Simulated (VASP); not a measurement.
# MgS (hm.bB) (Fm-3m) in VASP: single point with PBE

Aim: the single point of MgS (hm.bB) with PBE.

All numbers are computed with VASP 6.6.1; they aren't measurements. Logs are shortened: lines on timing, memory, paths and dates and some standing lists are left out, and cuts for length are marked.

### Step 1. The cell of the first run

The structure is cubic, space group Fm-3m (No. 225). The conventional cell has a = 5.230 Å, b = 5.230 Å, c = 5.230 Å, α = 90.00°, β = 90.00°, γ = 90.00°. Within 3.4 Å of Mg (site symmetry m-3m) lie 6 S at 2.61 Å. S (site symmetry m-3m) has 6 Mg at 2.61 Å within 3.4 Å.

### Step 2. Single point, PBE

INCAR reads:

```
PREC = Accurate
ENCUT = 600
EDIFF = 1E-6
ISMEAR = 0
SIGMA = 0.02
LREAL = False
LASPH = True
NELM = 120
ALGO = Normal
ISIF = 2
LWAVE = False
LCHARG = False
GGA = PE
NBANDS = 11
GGA_COMPAT = False
```

KPOINTS reads:

```
regular mesh
0
Gamma
  8 8 8
```

POSCAR reads:

```
MgS
1.0
    0.0000000000      2.6147705261      2.6147705261
    2.6147705261      0.0000000000      2.6147705261
    2.6147705261      2.6147705261      0.0000000000
Mg S
1 1
Direct
    0.0000000000      0.0000000000      0.0000000000
    0.5000000000      0.5000000000      0.5000000000
```

Potentials or basis: VASP PAW PBE potentials, release 64 (Mg, S).

On the command line:

```sh
$ cat potpaw_PBE.64/Mg/POTCAR potpaw_PBE.64/S/POTCAR > POTCAR
$ mpirun -np 1 vasp_std > vasp.out
```

OUTCAR:

```text
PREC = Accurate
   ENCUT = 600
   EDIFF = 1E-6
   ISMEAR = 0
   LREAL = False
   LASPH = True
   NELM = 120
   ISIF = 2
   GGA = PE

 ion  position               nearest neighbor table
   1  0.000  0.000  0.000-   2 2.61   2 2.61   2 2.61   2 2.61   2 2.61   2 2.61
   2  0.500  0.500  0.500-   1 2.61   1 2.61   1 2.61   1 2.61   1 2.61   1 2.61

  LATTYP: Found a face centered cubic cell.
 ALAT       =     5.2295410522

  Lattice vectors:

 A1 = (   0.0000000000,   2.6147705261,   2.6147705261)
 A2 = (   2.6147705261,   0.0000000000,   2.6147705261)
 A3 = (   2.6147705261,   2.6147705261,   0.0000000000)

Analysis of symmetry for initial positions (statically):
=====================================================================
 Subroutine PRICEL returns:
 Original cell was already a primitive cell.

 Routine SETGRP: Setting up the symmetry group for a
 face centered cubic supercell.

 Subroutine GETGRP returns: Found 48 space group operations
 (whereof 48 operations were pure point group operations)
 out of a pool of 48 trial point group operations.

The static configuration has the point symmetry O_h .

Analysis of symmetry for dynamics (positions and initial velocities):
=====================================================================
 Subroutine PRICEL returns:
 Original cell was already a primitive cell.

 Routine SETGRP: Setting up the symmetry group for a
 face centered cubic supercell.

 Subroutine GETGRP returns: Found 48 space group operations
 (whereof 48 operations were pure point group operations)
 out of a pool of 48 trial point group operations.

The dynamic configuration has the point symmetry O_h .

 Subroutine INISYM returns: Found 48 space group operations
 (whereof 48 operations are pure point group operations),
 and found     1 'primitive' translations

----------------------------------------------------------------------------------------

                                     Primitive cell

  volume of cell :      35.7545

  direct lattice vectors                    reciprocal lattice vectors
     0.000000000  2.614770526  2.614770526    -0.191221369  0.191221369  0.191221369
     2.614770526  0.000000000  2.614770526     0.191221369 -0.191221369  0.191221369
     2.614770526  2.614770526  0.000000000     0.191221369  0.191221369 -0.191221369

  length of vectors
     3.697843941  3.697843941  3.697843941     0.331205127  0.331205127  0.331205127

  position of ions in fractional coordinates (direct lattice)
     0.000000000  0.000000000  0.000000000
     0.500000000  0.500000000  0.500000000

  ion indices of the primitive-cell ions
   primitive index   ion index
                 1           1
                 2           2

----------------------------------------------------------------------------------------

 KPOINTS: regular mesh

Automatic generation of k-mesh.
 Grid dimensions read from file:
 generate k-points for:    8    8    8

 Generating k-lattice:

  Cartesian coordinates                     Fractional coordinates (reciprocal lattice)
    -0.023902671  0.023902671  0.023902671     0.125000000  0.000000000  0.000000000
     0.023902671 -0.023902671  0.023902671     0.000000000  0.125000000  0.000000000
     0.023902671  0.023902671 -0.023902671     0.000000000  0.000000000  0.125000000

  Length of vectors
     0.041400641  0.041400641  0.041400641

  Shift w.r.t. Gamma in fractional coordinates (k-lattice)
     0.000000000  0.000000000  0.000000000

 Subroutine IBZKPT returns following result:
 ===========================================

 Found     29 irreducible k-points:

 Following reciprocal coordinates:
            Coordinates               Weight
  0.000000  0.000000  0.000000      1.000000
  0.125000  0.000000  0.000000      8.000000
  0.250000  0.000000  0.000000      8.000000
  0.375000  0.000000  0.000000      8.000000
  0.500000  0.000000  0.000000      4.000000
  0.125000  0.125000  0.000000      6.000000
[... 16 lines left out ...]
  0.500000  0.250000  0.125000     48.000000
 -0.375000  0.250000  0.125000     24.000000
 [... further k-points ...]
   k-points           NKPTS =     29   k-points in BZ     NKDIM =     29   number of bands    NBANDS=     11
   number of dos      NEDOS =    301   number of ions     NIONS =      2
   total plane-waves  NPLWV =  27000
   dimension x,y,z NGX =    30 NGY =   30 NGZ =   30
   dimension x,y,z NGXF=    60 NGYF=   60 NGZF=   60
   ions per type =               1   1
   NGX,Y,Z   is equivalent  to a cutoff of  13.49, 13.49, 13.49 a.u.
   NGXF,Y,Z  is equivalent  to a cutoff of  26.97, 26.97, 26.97 a.u.
 SYSTEM =  unknown system
   PREC   = accura    normal or accurate (medium, high low for compatibility)
   ISTART =      0    job   : 0-new  1-cont  2-samecut
   ICHARG =      2    charge: 1-file 2-atom 10-const
   ISPIN  =      1    spin polarized calculation?
   LNONCOLLINEAR =      F non collinear calculations
   LSORBIT =      F    spin-orbit coupling
   LASPH  =      T    aspherical Exc in radial PAW
   ENCUT  =  600.0 eV  44.10 Ry    6.64 a.u.   7.39  7.39  7.39*2*pi/ulx,y,z
   NELM   =    120;   NELMIN=  2; NELMDL= -5     # of ELM steps
   EDIFF  = 0.1E-05   stopping-criterion for ELM
   LREAL  =      F    real-space projection
   EDIFFG = 0.1E-04   stopping-criterion for IOM
   NSW    =      0    number of steps for IOM
   IBRION =     -1    ionic relax: 0-MD 1-quasi-New 2-CG
   NFREE  =      0    steps in history (QN), initial steepest desc. (CG)
   ISIF   =      2    stress and relaxation
   ISYM   =      2    0-nonsym 1-usesym 2-fastsym
   POTIM  = 0.5000    time-step for ionic-motion
   TEBEG  =    0.0;   TEEND  =   0.0 temperature during run
   PSTRESS=    0.0 pullay stress
   NELECT =       8.0000    total number of electrons
   NUPDOWN=      -1.0000    fix difference up-down
   EMIN   =  10.00;   EMAX   =-10.00  energy-range for DOS
   EFERMI =   0.00;   METHOD = LEGACY
   ISMEAR =     0;   SIGMA  =   0.02  broadening in eV -4-tet -1-fermi 0-gaus
   EFERMI_NEDOS =   21; number of points for ismear=-14 and -15
   IALGO  =     38    algorithm
   IMIX   =      4    mixing-type and parameters
     AMIX     =   0.40;   BMIX     =  1.00
     AMIX_MAG =   1.60;   BMIX_MAG =  1.00
  volume/ion in A,a.u.               =      17.88       120.64
  Fermi-wavevector in a.u.,A,eV,Ry     =   0.993866  1.878135 13.439427  0.987770
  Thomas-Fermi vector in A             =   2.125778
   LORBIT       =      0    0 simple, 1 ext, 2 COOP (PROOUT), +10 PAW based schemes
   GGA     = PE    functional components
   LHFCALC =     F    Hartree Fock is set to
   AEXX    =    0.0000 exact exchange contribution
   IVDW    =     0    specifies the selected vdW correction
   LEPSILON=     F    determine dielectric tensor
   LRPA    =     F    only Hartree local field effects (RPA)
 non-spin polarized calculation
 Gauss-broadening in eV      SIGMA  =   0.02
  energy-cutoff  :      600.00
  volume of cell :       35.75
 maximum number of plane-waves:      1243
 NGX is ok and might be reduce to    30
   NGX = 15   NGY = 15   NGZ = 15

 number of electron       7.9999999 magnetization

 Free energy of the ion-electron system (eV)
  ---------------------------------------------------
  ext. energy  EPLUGINS =         0.00000000
  ---------------------------------------------------
  free energy    TOTEN  =        -8.50328078 eV

  energy without entropy =       -8.50328078  energy(sigma->0) =       -8.50328078

 E-fermi :   3.7614     XC(G=0):  -9.6262

 val. band max:        3.5915357582   @ k =   0.0000   0.0000   0.0000
 cond. band min:       6.3340236741   @ k =   0.5000   0.5000   0.0000
 fundamental gap:      2.7424879159
 Fermi energy:         3.7613916885

 k-point     1 :       0.0000    0.0000    0.0000
  band No.  band energies     occupation
      1      -8.9901      2.00000
      2       3.5915      2.00000
      3       3.5915      2.00000
      4       3.5915      2.00000
      5       7.1838      0.00000
      6      11.5550      0.00000
      7      11.5550      0.00000
      8      11.5550      0.00000
      9      13.9236      0.00000
     10      13.9236      0.00000
     11      16.0940      0.00000

 k-point     2 :       0.1250    0.0000    0.0000
  band No.  band energies     occupation
      1      -8.8428      2.00000
      2       2.5537      2.00000
      3       3.4938      2.00000
      4       3.4938      2.00000
      5       7.9919      0.00000
      6      11.2250      0.00000
      7      11.7948      0.00000
      8      11.7948      0.00000
      9      13.2780      0.00000
     10      13.2780      0.00000
     11      16.1752      0.00000

 k-point     3 :       0.2500    0.0000    0.0000
  band No.  band energies     occupation
      1      -8.4450      2.00000
      2       0.8224      2.00000
      3       3.2801      2.00000
      4       3.2801      2.00000
      5       8.4937      0.00000
      6      11.3944      0.00000
      7      11.3944      0.00000
      8      11.8109      0.00000
      9      13.8554      0.00000
     10      13.8554      0.00000
     11      15.3796      0.00000

 k-point     4 :       0.3750    0.0000    0.0000
  band No.  band energies     occupation
      1      -7.9617      2.00000
      2      -0.5927      2.00000
      3       3.0916      2.00000
      4       3.0916      2.00000
      5       8.2512      0.00000
      6      10.7268      0.00000
      7      10.7268      0.00000
      8      13.1970      0.00000
      9      15.1085      0.00000
     10      15.7955      0.00000
     11      15.7955      0.00000
[... 239 lines left out ...]
 k-point    22 :       0.3750    0.2500    0.1250
  band No.  band energies     occupation
      1      -8.1343      2.00000
      2       0.5629      2.00000
      3       2.1715      2.00000
      4       2.9348      2.00000
      5       9.3155      0.00000
      6      10.0964      0.00000
      7      10.6313      0.00000
      8      12.7208      0.00000
      9      13.6863      0.00000
     10      16.4943      0.00000
     11      18.3519      0.00000

 k-point    23 :       0.5000    0.2500    0.1250
  band No.  band energies     occupation
      1      -7.7271      2.00000
      2      -0.2565      2.00000
      3       1.6434      2.00000
      4       2.6284      2.00000
      5       9.1677      0.00000
      6       9.9520      0.00000
      7      11.3697      0.00000
      8      12.5165      0.00000
      9      15.1776      0.00000
     10      17.7623      0.00000
     11      18.3789      0.00000

 k-point    24 :      -0.3750    0.2500    0.1250
  band No.  band energies     occupation
      1      -7.5333      2.00000
      2      -0.6375      2.00000
      3       1.5019      2.00000
      4       2.4700      2.00000
      5       9.1244      0.00000
      6       9.6692      0.00000
      7      11.9607      0.00000
      8      12.9373      0.00000
      9      15.7911      0.00000
     10      16.7613      0.00000
     11      19.0620      0.00000

 [... further k-points ...]
[... 5 lines left out ...]
  --------------------------------------------------------------------------------------
  -------------------------------------------------------------------------------------
  Total       -0.0582677     -0.0582677     -0.0582677      0.0000000     -0.0000000     -0.0000000
  in kB       -2.6110047     -2.6110047     -2.6110047      0.0000000     -0.0000000     -0.0000000
  external PRESSURE =      -2.6110047 kB  Pullay stress =       0.0000000 kB

 VOLUME and BASIS-vectors are now :
 -----------------------------------------------------------------------------
  energy-cutoff  :      600.00
  volume of cell :       35.75
      direct lattice vectors                 reciprocal lattice vectors
     0.000000000  2.614770526  2.614770526    -0.191221369  0.191221369  0.191221369
     2.614770526  0.000000000  2.614770526     0.191221369 -0.191221369  0.191221369
     2.614770526  2.614770526  0.000000000     0.191221369  0.191221369 -0.191221369

 POSITION                                       TOTAL-FORCE (eV/Angst)
 -----------------------------------------------------------------------------------
      0.00000      0.00000      0.00000         0.000000      0.000000      0.000000
      2.61477      2.61477      2.61477        -0.000000     -0.000000     -0.000000
 -----------------------------------------------------------------------------------
    total drift:                               -0.000000     -0.000000      0.000000

  FREE ENERGIE OF THE ION-ELECTRON SYSTEM (eV)
  ---------------------------------------------------
  free  energy   TOTEN  =        -8.5032807778 eV

  energy  without entropy=       -8.5032807778  energy(sigma->0) =       -8.50328078
```

Run time: 26 s. Hardware: 1 thread of Intel Xeon 8259CL, shared host; peak memory 0.17 GiB.

Results:

```
Free energy            : -8.5033 eV
Pressure               : -0.3 GPa
Band gap on the k mesh : 2.74 eV, indirect (least direct gap 3.59 eV)
```
